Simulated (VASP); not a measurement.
**Cd: relaxation of cell and atoms with PBE**

The system is Cd.

```xyz
1
Lattice="1.7550 1.7550 1.7550 -1.7550 1.7550 1.7550 -1.7550 -1.7550 1.7550" Properties=species:S:1:pos:R:3 pbc="T T T"
Cd    0.0000    0.0000    0.0000
```

```json
{
  "Program": "VASP 6.6.1",
  "Task": "relaxation of cell and atoms",
  "Functional": "PBE",
  "Potentials or basis": "VASP PAW PBE potentials, release 64 (Cd)",
  "Cutoff": "600 eV",
  "k mesh": "8 × 8 × 8",
  "Occupations": "gaussian, width 0.05 eV",
  "Spin": "no spin polarisation",
  "Dipole correction": "no",
  "Further INCAR settings": "ALGO = Normal; EDIFF = 1e-06; IBRION = 2; EDIFFG = -0.01; NSW = 60; ISIF = 3"
}
```

```
Relaxed volume                         : 23.98 Å³/atom
Relaxed cell                           : a = 3.147 Å, b = 3.147 Å, c = 3.147 Å, α = 70.53°, β = 109.47°, γ = 70.53°
Space group after relaxing (to 0.05 Å) : Im-3m (No. 229)
Energy gained by relaxing              : 16.1 meV/atom
Ionic steps                            : 6
Pressure after relaxing                : 0.0 GPa
Band gap on the k mesh                 : zero (band 6 reaches 5.61 eV, above the bottom of band 7 at 1.20 eV)
```

The path:
```tsv
step	energy change (eV)	largest force (eV/Å)	pressure (GPa)	volume (Å³)
1	0.0000	0.0000	3.32	21.62
2	-0.0143	0.0000	0.48	23.05
3	-0.0150	0.0000	0.42	23.32
4	-0.0161	0.0000	0.13	23.87
5	-0.0161	0.0000	-0.16	24.13
6	-0.0161	0.0000	0.02	23.98
```

Final structure:
```
Cd
1.0
     1.81668    1.81668    1.81668
    -1.81668    1.81668    1.81668
    -1.81668   -1.81668    1.81668
Cd
1
Direct
  0.00000 0.00000 0.00000
```

Levels at points of the mesh, in eV from the Fermi level:
```
           k point  band 3  band 4  band 5  band 6  band 7  band 8  band 9  band 10
(0.00, 0.00, 0.00)   -8.84   -8.30   -8.30   -7.99   15.28   15.28   15.28    15.29
(0.50, 0.00, 0.00)   -8.33   -8.28   -7.94   -1.60   -0.88    9.01    9.86    13.16
(0.50, 0.50, 0.50)   -8.03   -8.03   -8.03    3.54    3.54    3.54    5.17     7.86
```

Run time: 22 s on 1 thread of Intel(R) Xeon(R) Platinum 8375C CPU @ 2.90GHz (Ice Lake) (shared host), peak memory 0.14 GiB.
